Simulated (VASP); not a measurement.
# LaY4F (P4/mmm) in VASP: a series of runs

Runs on LaY4F. Level: PBE. Tasks: relaxation of cell and atoms, single point.

All numbers are computed with VASP 6.6.1; they aren't measurements. Logs are shortened: lines on timing, memory, paths and dates and some standing lists are left out, and cuts for length are marked.

### 1 The cell of the first run

Symmetry: P4/mmm, No. 123, tetragonal system. The conventional cell has a = 4.403 Å, b = 4.403 Å, c = 6.233 Å, α = 90.00°, β = 90.00°, γ = 90.00°. La (site symmetry 4/mmm) has 8 Y at 2.71 Å within 3.6 Å. Within 3.5 Å of Y (site symmetry 2mm) lie 2 F at 2.68 Å and 2 La at 2.71 Å and 6 Y at 3.07 to 3.16 Å. Within 3.5 Å of F (site symmetry 4/mmm) lie 8 Y at 2.68 Å.

The cell was built from a structure type or drawn by symmetry, and may not be a known phase.

### 2 Relaxation of cell and atoms, PBE

Input file INCAR:

```
PREC = Accurate ; ENCUT = 600
EDIFF = 1E-6 ; ISMEAR = 0
SIGMA = 0.1 ; LREAL = False
LASPH = True ; NELM = 80
ALGO = Normal ; ISIF = 3
LWAVE = False ; LCHARG = False
GGA = PE ; IBRION = 2
NSW = 90 ; EDIFFG = -0.04
```

Input file KPOINTS:

```
Automatic mesh
0
Gamma
  4 4 4
```

Input file POSCAR:

```
LaY4F
1.0
    4.4031759100      0.0000000000      0.0000000000
    0.0000000000      4.4031759100      0.0000000000
    0.0000000000      0.0000000000      6.2332563900
La Y F
1 4 1
Direct
    0.0000000000      0.0000000000      0.0000000000
    0.5000000000      0.0000000000      0.7464669900
    0.0000000000      0.5000000000      0.2535330100
    0.5000000000      0.0000000000      0.2535330100
    0.0000000000      0.5000000000      0.7464669900
    0.5000000000      0.5000000000      0.5000000000
```

Potentials or basis: VASP PAW PBE potentials, release 64 (La, Y_sv, F).

Launch:

```bash
$ cat potpaw_PBE.64/La/POTCAR potpaw_PBE.64/Y_sv/POTCAR potpaw_PBE.64/F/POTCAR > POTCAR
$ mpirun -np 1 vasp_std > vasp.out
```

OUTCAR:

```text
PREC = Accurate
   ENCUT = 600
   EDIFF = 1E-6
   ISMEAR = 0
   LREAL = False
   LASPH = True
   NELM = 80
   ISIF = 3
   GGA = PE
   IBRION = 2
   NSW = 90
   EDIFFG = -0.04

 ion  position               nearest neighbor table
   1  0.000  0.000  0.000-   2 2.71   3 2.71   4 2.71   5 2.71   3 2.71   5 2.71   2 2.71   4 2.71

   2  0.500  0.000  0.746-   6 2.68   6 2.68   1 2.71   1 2.71   4 3.07   5 3.11   5 3.11   5 3.11
                             5 3.11   4 3.16
   3  0.000  0.500  0.254-   6 2.68   6 2.68   1 2.71   1 2.71   5 3.07   4 3.11   4 3.11   4 3.11
                             4 3.11   5 3.16
   4  0.500  0.000  0.254-   6 2.68   6 2.68   1 2.71   1 2.71   2 3.07   3 3.11   3 3.11   3 3.11
                             3 3.11   2 3.16
   5  0.000  0.500  0.746-   6 2.68   6 2.68   1 2.71   1 2.71   3 3.07   2 3.11   2 3.11   2 3.11
                             2 3.11   3 3.16
   6  0.500  0.500  0.500-   2 2.68   3 2.68   4 2.68   5 2.68   2 2.68   4 2.68   3 2.68   5 2.68

  LATTYP: Found a simple tetragonal cell.
 ALAT       =     4.4031759100
 C/A-ratio  =     1.4156273829

  Lattice vectors:

 A1 = (   4.4031759100,   0.0000000000,   0.0000000000)
 A2 = (   0.0000000000,   4.4031759100,   0.0000000000)
 A3 = (   0.0000000000,   0.0000000000,   6.2332563900)

Analysis of symmetry for initial positions (statically):
=====================================================================
 Subroutine PRICEL returns:
 Original cell was already a primitive cell.

 Routine SETGRP: Setting up the symmetry group for a
 simple tetragonal supercell.

 Subroutine GETGRP returns: Found 16 space group operations
 (whereof 16 operations were pure point group operations)
 out of a pool of 16 trial point group operations.

The static configuration has the point symmetry D_4h.

Analysis of symmetry for dynamics (positions and initial velocities):
=====================================================================
 Subroutine PRICEL returns:
 Original cell was already a primitive cell.

 Routine SETGRP: Setting up the symmetry group for a
 simple tetragonal supercell.

 Subroutine GETGRP returns: Found 16 space group operations
 (whereof 16 operations were pure point group operations)
 out of a pool of 16 trial point group operations.

The dynamic configuration has the point symmetry D_4h.

 Subroutine INISYM returns: Found 16 space group operations
 (whereof 16 operations are pure point group operations),
 and found     1 'primitive' translations

[... 58 lines left out ...]
            Coordinates               Weight
  0.000000  0.000000  0.000000      1.000000
  0.250000  0.000000  0.000000      4.000000
  0.500000  0.000000  0.000000      2.000000
  0.250000  0.250000  0.000000      4.000000
  0.500000  0.250000  0.000000      4.000000
  0.500000  0.500000  0.000000      1.000000
[... 10 lines left out ...]
  0.500000  0.250000  0.500000      4.000000
  0.500000  0.500000  0.500000      1.000000
   k-points           NKPTS =     18   k-points in BZ     NKDIM =     18   number of bands    NBANDS=     37
   number of dos      NEDOS =    301   number of ions     NIONS =      6
   total plane-waves  NPLWV =  64800
   dimension x,y,z NGX =    36 NGY =   36 NGZ =   50
   dimension x,y,z NGXF=    72 NGYF=   72 NGZF=  100
   ions per type =               1   4   1
   NGX,Y,Z   is equivalent  to a cutoff of  13.59, 13.59, 13.34 a.u.
   NGXF,Y,Z  is equivalent  to a cutoff of  27.18, 27.18, 26.67 a.u.
 SYSTEM =  unknown system
   PREC   = accura    normal or accurate (medium, high low for compatibility)
   ISTART =      0    job   : 0-new  1-cont  2-samecut
   ICHARG =      2    charge: 1-file 2-atom 10-const
   ISPIN  =      1    spin polarized calculation?
   LNONCOLLINEAR =      F non collinear calculations
   LSORBIT =      F    spin-orbit coupling
   LASPH  =      T    aspherical Exc in radial PAW
   ENCUT  =  600.0 eV  44.10 Ry    6.64 a.u.   8.79  8.79 12.45*2*pi/ulx,y,z
   NELM   =     80;   NELMIN=  2; NELMDL= -5     # of ELM steps
   EDIFF  = 0.1E-05   stopping-criterion for ELM
   LREAL  =      F    real-space projection
   EDIFFG = -.4E-01   stopping-criterion for IOM
   NSW    =     90    number of steps for IOM
   IBRION =      2    ionic relax: 0-MD 1-quasi-New 2-CG
   NFREE  =      1    steps in history (QN), initial steepest desc. (CG)
   ISIF   =      3    stress and relaxation
   ISYM   =      2    0-nonsym 1-usesym 2-fastsym
   POTIM  = 0.5000    time-step for ionic-motion
   TEBEG  =    0.0;   TEEND  =   0.0 temperature during run
   PSTRESS=    0.0 pullay stress
   NELECT =      62.0000    total number of electrons
   NUPDOWN=      -1.0000    fix difference up-down
   EMIN   =  10.00;   EMAX   =-10.00  energy-range for DOS
   EFERMI =   0.00;   METHOD = LEGACY
   ISMEAR =     0;   SIGMA  =   0.10  broadening in eV -4-tet -1-fermi 0-gaus
   EFERMI_NEDOS =   21; number of points for ismear=-14 and -15
   IALGO  =     38    algorithm
   IMIX   =      4    mixing-type and parameters
     AMIX     =   0.40;   BMIX     =  1.00
     AMIX_MAG =   1.60;   BMIX_MAG =  1.00
  volume/ion in A,a.u.               =      20.14       135.92
  Fermi-wavevector in a.u.,A,eV,Ry     =   1.310558  2.476596 23.368867  1.717563
  Thomas-Fermi vector in A             =   2.441080
   LORBIT       =      0    0 simple, 1 ext, 2 COOP (PROOUT), +10 PAW based schemes
   GGA     = PE    functional components
   LHFCALC =     F    Hartree Fock is set to
   AEXX    =    0.0000 exact exchange contribution
   IVDW    =     0    specifies the selected vdW correction
   LEPSILON=     F    determine dielectric tensor
   LRPA    =     F    only Hartree local field effects (RPA)
 conjugate gradient relaxation of ions
 non-spin polarized calculation
 Gauss-broadening in eV      SIGMA  =   0.10
  energy-cutoff  :      600.00
  volume of cell :      120.85
 maximum number of plane-waves:      4088
 NGX is ok and might be reduce to    36
   NGX = 17   NGY = 17   NGZ = 25

--------------------------------------- Ionic step        1  -------------------------------------------

 number of electron      61.9999991 magnetization

 Free energy of the ion-electron system (eV)
  ---------------------------------------------------
  ext. energy  EPLUGINS =         0.00000000
  ---------------------------------------------------
  free energy    TOTEN  =       -28.83420328 eV

  energy without entropy =      -28.80958773  energy(sigma->0) =      -28.82189550

 E-fermi :   6.7839     XC(G=0): -10.9879

 val. band max:        6.7642461229   @ k =   0.5000   0.0000   0.2500
 cond. band min:       6.7997907679   @ k =   0.2500   0.2500   0.0000
 fundamental gap:      0.0355446451
 Fermi energy:         6.7838879611
[... 1764 lines left out ...]
--------------------------------------- Ionic step        9  -------------------------------------------

 number of electron      62.0000010 magnetization

 Free energy of the ion-electron system (eV)
  ---------------------------------------------------
  ext. energy  EPLUGINS =         0.00000000
  ---------------------------------------------------
  free energy    TOTEN  =       -32.56173363 eV

  energy without entropy =      -32.54105458  energy(sigma->0) =      -32.55139410

 E-fermi :   3.8180     XC(G=0):  -9.2853

 val. band max:        3.8102626321   @ k =   0.5000   0.0000   0.0000
 cond. band min:       3.8720145596   @ k =   0.0000   0.0000   0.2500
 fundamental gap:      0.0617519275
 Fermi energy:         3.8179601360
[... 751 lines left out ...]
  FREE ENERGIE OF THE ION-ELECTRON SYSTEM (eV)
  ---------------------------------------------------
  free  energy   TOTEN  =       -32.5617336276 eV

  energy  without entropy=      -32.5410545801  energy(sigma->0) =      -32.55139410

 reached required accuracy - stopping structural energy minimisation
```

CONTCAR:

```text
LaY4F
   1.00000000000000
     4.9744557669759040    0.0000000000000000   -0.0000000000000000
     0.0000000000000000    4.9744557669759040   -0.0000000000000000
     0.0000000000000000    0.0000000000000000    7.3023417066558638
  La              Y               F
     1     4     1
Direct
     0.0000000000000000    0.0000000000000000    0.0000000000000000
     0.5000000000000000    0.0000000000000000    0.7338210183310104
     1.0000000000000000    0.5000000000000000    0.2661789816689896
     0.5000000000000000    0.0000000000000000    0.2661789816689896
     0.0000000000000000    0.5000000000000000    0.7338210183310104
     0.5000000000000000    0.5000000000000000    0.5000000000000000

  0.00000000E+00  0.00000000E+00  0.00000000E+00
  0.00000000E+00  0.00000000E+00  0.00000000E+00
  0.00000000E+00  0.00000000E+00  0.00000000E+00
  0.00000000E+00  0.00000000E+00  0.00000000E+00
  0.00000000E+00  0.00000000E+00  0.00000000E+00
  0.00000000E+00  0.00000000E+00  0.00000000E+00
```

Wall time 25 min (1 thread of Intel Xeon 8259CL, shared host); peak memory 0.32 GiB.

Results:

- Free energy: -32.5617 eV
- Relaxed volume: 30.12 Å³/atom
- Relaxed cell: a = 4.974 Å, b = 4.974 Å, c = 7.302 Å, α = 90.00°, β = 90.00°, γ = 90.00°
- Space group after relaxing (to 0.1 Å): P4/mmm (No. 123)
- Energy gained by relaxing: 621.3 meV/atom
- Ionic steps: 9
- Pressure after relaxing: 0.2 GPa
- Largest force after relaxing: 0.027 eV/Å
- Band gap on the k mesh: zero (bands 31 and 32 overlap by 0.54 eV)

Forces on the atoms (eV/Å):
```
La   0.000  0.000  0.000
Y    0.000  0.000 -0.027
Y    0.000  0.000  0.027
Y    0.000  0.000  0.027
Y    0.000  0.000 -0.027
F    0.000  0.000  0.000
```

Step by step:
```tsv
step	energy change (eV)	largest force (eV/Å)	pressure (GPa)	volume (Å³)
1	0.0000	1.5210	25.99	120.85
2	-3.6899	0.0592	-1.00	187.47
3	-3.7053	0.0068	0.41	179.74
4	-3.7081	0.0136	-0.01	181.95
5	-3.7213	0.0353	-0.06	182.07
6	-3.7251	0.0700	-0.08	182.15
7	-3.7252	0.0752	-0.08	182.16
8	-3.7265	0.0596	-0.01	181.67
9	-3.7275	0.0271	0.16	180.70
```

Final structure:
```cif
data_structure
_symmetry_space_group_name_H-M 'P 1'
_symmetry_Int_Tables_number 1
_cell_length_a 4.9745
_cell_length_b 4.9745
_cell_length_c 7.3023
_cell_angle_alpha 90.000
_cell_angle_beta 90.000
_cell_angle_gamma 90.000
_cell_volume 180.70
loop_
_atom_site_label
_atom_site_type_symbol
_atom_site_fract_x
_atom_site_fract_y
_atom_site_fract_z
_atom_site_occupancy
La1 La 0.00000 0.00000 0.00000 1
Y1 Y 0.50000 0.00000 0.73382 1
Y2 Y 0.00000 0.50000 0.26618 1
Y3 Y 0.50000 0.00000 0.26618 1
Y4 Y 0.00000 0.50000 0.73382 1
F1 F 0.50000 0.50000 0.50000 1
```

Levels at points of the mesh, in eV from the Fermi level:
```
           k point  band 27  band 28  band 29  band 30  band 31  band 32  band 33  band 34  band 35  band 36
(0.00, 0.00, 0.00)    -1.16    -0.91    -0.83    -0.45    -0.10     0.27     0.27     0.63     0.82     0.82
(0.50, 0.00, 0.00)    -1.10    -0.46    -0.36    -0.12    -0.08    -0.01     0.53     0.66     0.66     1.14
(0.50, 0.50, 0.00)    -1.18    -1.18    -0.62    -0.62    -0.05    -0.05     0.48     0.78     1.30     1.44
(0.00, 0.00, 0.50)    -1.63    -0.70    -0.45    -0.40    -0.31    -0.08    -0.08     0.44     0.68     1.20
(0.50, 0.00, 0.50)    -1.09    -0.76    -0.64    -0.31    -0.16     0.53     0.67     0.82     0.90     1.05
(0.50, 0.50, 0.50)    -1.37    -0.94    -0.29    -0.29     0.47     0.60     0.93     0.93     1.02     1.03
```

Caveat: the volume moved by over 15 % at a fixed basis, so the end points are rough; spin-orbit coupling is left out, which moves the levels of the heavy elements.

### 3 Single point, PBE

This run uses another cell than the first one, of 30.45 Å³/atom.

Input file INCAR:

```
SYSTEM = LaY4F
PREC     = Accurate       ! precision mode
ENCUT    = 520            ! plane-wave cutoff, eV
EDIFF    = 1E-6           ! SCF threshold, eV
ISMEAR   = 0              ! smearing method
SIGMA    = 0.1            ! smearing width, eV
LREAL    = .False.        ! projectors in reciprocal space
LASPH    = .True.         ! aspherical terms in the spheres
NELM     = 60             ! most SCF steps
ALGO     = Normal         ! electronic algorithm
ISIF     = 2              ! what is computed and relaxed
LWAVE    = .False.        ! write WAVECAR
LCHARG   = .False.        ! write CHGCAR
GGA      = PE             ! functional
NBANDS   = 40             ! bands
```

Input file KPOINTS:

```
Automatic mesh
0
Gamma
  8 8 6
  0 0 0
```

Input file POSCAR:

```
LaY4F
1.0
    4.9972828347      0.0000000000      0.0000000000
    0.0000000000      4.9972828347      0.0000000000
    0.0000000000      0.0000000000      7.3171056827
La Y F
1 4 1
Direct
    0.0000000000      0.0000000000      0.0000000000
    0.5000000000      0.0000000000      0.7327193287
    0.0000000000      0.5000000000      0.2672806713
    0.5000000000      0.0000000000      0.2672806713
    0.0000000000      0.5000000000      0.7327193287
    0.5000000000      0.5000000000      0.5000000000
```

Potentials or basis: VASP PAW PBE potentials, release 64 (La, Y_sv, F).

Launch:

```bash
$ cat potpaw_PBE.64/La/POTCAR potpaw_PBE.64/Y_sv/POTCAR potpaw_PBE.64/F/POTCAR > POTCAR
$ mpirun -np 1 vasp_std > vasp.out
```

It took 15 min on 1 thread of Intel Xeon 8259CL, shared host; peak memory 0.6 GiB.

The run converged. Its results:

```yaml
Free_energy: -32.5585 eV
Pressure: -0.1 GPa
Largest_force: 0.004 eV/Å
Band_gap_on_the_k_mesh: zero (bands 31 and 32 overlap by 0.50 eV)
```

Forces on the atoms (eV/Å):
```
La   0.000  0.000  0.000
Y    0.000  0.000 -0.004
Y    0.000  0.000  0.004
Y    0.000  0.000  0.004
Y    0.000  0.000 -0.004
F    0.000  0.000  0.000
```

Levels at points of the mesh, in eV from the Fermi level:
```tsv
k point	band 29	band 30	band 31	band 32	band 33	band 34
(0.00, 0.00, 0.00)	-0.89	-0.46	-0.13	0.22	0.22	0.60
(0.50, 0.00, 0.00)	-0.39	-0.14	-0.13	-0.07	0.49	0.59
(0.50, 0.50, 0.00)	-0.69	-0.69	-0.08	-0.08	0.37	0.73
(0.00, 0.00, 0.50)	-0.48	-0.43	-0.33	-0.12	-0.12	0.40
(0.50, 0.00, 0.50)	-0.66	-0.34	-0.21	0.49	0.64	0.77
(0.50, 0.50, 0.50)	-0.34	-0.34	0.38	0.55	0.89	0.89
```

Caveat: spin-orbit coupling is left out, which moves the levels of the heavy elements.
